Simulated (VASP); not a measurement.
Crystal: SnSe.

```
Sn Se
1.0
     0.00000    3.01000    3.01000
     3.01000    0.00000    3.01000
     3.01000    3.01000    0.00000
Sn Se
1 1
Direct
  0.00000 0.00000 0.00000
  0.50000 0.50000 0.50000
```

- Program: VASP 6.6.1
- Task: relaxation of cell and atoms
- Functional: LDA
- Potentials or basis: VASP PAW LDA potentials, release 64 (Sn_d, Se)
- Cutoff: 600 eV
- k mesh: 8 × 8 × 8
- Occupations: gaussian, width 0.02 eV
- Spin: no spin polarisation

At the start: pressure -3.2 GPa; volume 27.27 Å³/atom.

**Question.** Where does the relaxation end?

**Answer.** Over 3 steps the energy falls by 17.6 meV/atom and the volume is 25.63 Å³/atom (-6.0 %); space group Fm-3m (No. 225, to 0.05 Å).

The path:
```tsv
step	energy change (eV)	largest force (eV/Å)	pressure (GPa)	volume (Å³)
1	0.0000	0.0000	-3.23	54.54
2	-0.0316	0.0000	1.19	50.32
3	-0.0351	0.0000	0.02	51.26
```

Final structure:
```yaml
crystal:
  lattice:
    - [0.00000, 2.94844, 2.94844]
    - [2.94844, 0.00000, 2.94844]
    - [2.94844, 2.94844, 0.00000]
  atoms:
    - { symbol: Sn, position: [0.00000, 0.00000, 0.00000] }
    - { symbol: Se, position: [0.50000, 0.50000, 0.50000] }
```
